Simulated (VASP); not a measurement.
An input for VASP 6.6.1 (TiO2):

The input INCAR:

```
SYSTEM = TiO2
PREC     = Accurate       ! precision mode
ENCUT    = 600            ! plane-wave cutoff, eV
EDIFF    = 1E-6           ! SCF threshold, eV
ISMEAR   = 0              ! smearing method
SIGMA    = 0.1            ! smearing width, eV
LREAL    = .FALSE.        ! projectors in reciprocal space
LASPH    = .TRUE.         ! aspherical terms in the spheres
NELM     = 100            ! most SCF steps
ALGO     = Normal         ! electronic algorithm
ISIF     = 3              ! what is computed and relaxed
LWAVE    = .FALSE.        ! write WAVECAR
LCHARG   = .FALSE.        ! write CHGCAR
IBRION   = 2              ! ionic algorithm
NSW      = 100            ! ionic steps
EDIFFG   = -0.05          ! ionic threshold
```

KPOINTS

```
regular mesh
0
G
  4 4 4
  0 0 0
```

File POSCAR:

```
TiO2
1.0
   -2.9731600000      3.2873690000      3.2874020000
    2.9731600000     -3.2873690000      3.2874020000
    2.9731600000      3.2873690000     -3.2874020000
Ti O
4 8
Direct
    0.5047550000      0.7547550000      0.7500000000
    0.4952450000      0.2452450000      0.2500000000
    0.0000000000      0.0000000000      0.5000000000
    0.0000000000      0.5000000000      0.0000000000
    0.3049190000      0.3047700000      0.4998510000
    0.1954840000      0.2503830000      0.9451010000
    0.3049190000      0.8050680000      0.0001490000
    0.8052820000      0.2503830000      0.5548990000
    0.1947180000      0.7496170000      0.4451010000
    0.8045160000      0.7496170000      0.0548990000
    0.6950810000      0.1949320000      0.9998510000
    0.6950810000      0.6952300000      0.5001490000
```

Potentials or basis: VASP PAW LDA potentials, release 64 (Ti_sv, O).

Launch:

```console
$ cat potpaw_LDA.64/Ti_sv/POTCAR potpaw_LDA.64/O/POTCAR > POTCAR
$ mpirun -np 1 vasp_std > vasp.out
```

How does this run end?

The run stopped without a result. It printed:

OUTCAR:

```text
SYSTEM = TiO2
   PREC = Accurate
   ENCUT = 600
   EDIFF = 1E-6
   ISMEAR = 0
   LREAL = .FALSE.
   LASPH = .TRUE.
   NELM = 100
   ISIF = 3
   IBRION = 2
[... 130 lines left out ...]
|     E        R     R  R     R  O     O  R     R     ###     ###     ###     |
|     EEEEE    RRRRRR   RRRRRR   O     O  RRRRRR       #       #       #      |
|     E        R   R    R   R    O     O  R   R                               |
|     E        R    R   R    R   O     O  R    R      ###     ###     ###     |
|     EEEEEEE  R     R  R     R  OOOOOOO  R     R     ###     ###     ###     |
|                                                                             |
|     IBZKPT: not all point group operations associated with the symmetry     |
|     operators of the crystalline lattice are members of the point group     |
|     of the reciprocal lattice.                                              |
|                                                                             |
|       ---->  I REFUSE TO CONTINUE WITH THIS SICK JOB ... BYE!!! <----       |
|                                                                             |
 -----------------------------------------------------------------------------
```

On the terminal:

```text
POSCAR found type information on POSCAR TiO
 POSCAR found :  2 types and      12 ions
[... 44 lines left out ...]

1
```
